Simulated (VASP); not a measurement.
## Li: single point with PBEsol

Crystal: Li.

```xyz
2
Lattice="2.8145 0.0000 0.0000 -1.4073 2.4375 0.0000 0.0000 0.0000 4.6011" Properties=species:S:1:pos:R:3 pbc="T T T"
Li    0.0000    1.6250    1.1503
Li    1.4073    0.8125    3.4508
```

| Quantity | Value |
| --- | --- |
| Program | VASP 6.6.1 |
| Task | single point |
| Functional | PBEsol |
| Potentials or basis | VASP PAW PBE potentials, release 64 (Li_sv) |
| Cutoff | 520 eV |
| k mesh | 14 × 14 × 8 |
| Occupations | fermi-dirac, width 0.1 eV |
| Spin | no spin polarisation |

```json
{
  "Band gap on the k mesh": "zero (band 3 reaches 3.56 eV, above the bottom of band 4 at -1.26 eV)"
}
```

Levels at points of the mesh, in eV from the Fermi level:
| k point | band 1 | band 2 | band 3 | band 4 | band 5 | band 6 | band 7 | band 8 |
| --- | --- | --- | --- | --- | --- | --- | --- | --- |
| (0.00, 0.00, 0.00) | -45.50 | -45.45 | -3.83 | -0.13 | 3.87 | 14.83 | 14.83 | 16.46 |
| (0.50, 0.00, 0.00) | -45.45 | -45.44 | -0.15 | 1.38 | 5.48 | 6.76 | 7.67 | 9.45 |
| (0.00, 0.00, 0.50) | -45.48 | -45.48 | -2.63 | -2.63 | 9.51 | 9.51 | 15.94 | 15.94 |
| (0.50, 0.00, 0.50) | -45.44 | -45.44 | 0.72 | 0.72 | 4.43 | 4.43 | 11.63 | 11.63 |

It took 9.6 s on 1 thread of Intel(R) Xeon(R) 6975P-C (Granite Rapids), on a shared host, peak memory 0.16 GiB.
